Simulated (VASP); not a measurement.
A run of VASP 6.6.1 is set up as follows.

The input INCAR:

```
SYSTEM = Na2S
PREC = Accurate ; ENCUT = 500
EDIFF = 1E-6 ; ISMEAR = 0
SIGMA = 0.01 ; LREAL = .False.
LASPH = .True. ; NELM = 120
ALGO = Normal ; ISIF = 2
LWAVE = .False. ; LCHARG = .True.
GGA = PS ; LELF = .True.
LVHAR = .True. ; NBANDS = 17
GGA_COMPAT = .False.
```

KPOINTS

```
Automatic mesh
0
Gamma
  6 6 6
  0 0 0
```

The input POSCAR:

```
Na2S
1.0
    0.0000000000      2.9628299473      2.9628299473
    2.9628299473      0.0000000000      2.9628299473
    2.9628299473      2.9628299473      0.0000000000
Na S
2 1
Direct
    0.2500000000      0.2500000000      0.2500000000
    0.7500000000      0.7500000000      0.7500000000
    0.0000000000      0.0000000000      0.0000000000
```

Potentials or basis: VASP PAW PBE potentials, release 64 (Na_pv, S).

Launch:

```console
$ cat potpaw_PBE.64/Na_pv/POTCAR potpaw_PBE.64/S/POTCAR > POTCAR
$ mpirun -np 1 vasp_std > vasp.out
```

**Question.** What does it give for the band gap on the k mesh?

**Answer.** 3.46 eV, direct.

**Question.** Predict the pressure.

**Answer.** 15.2 GPa.

Caveat: the PAW data sets were made with another functional, which shifts forces and pressure a little. As with any semilocal functional, this PBEsol gap is likely too small.
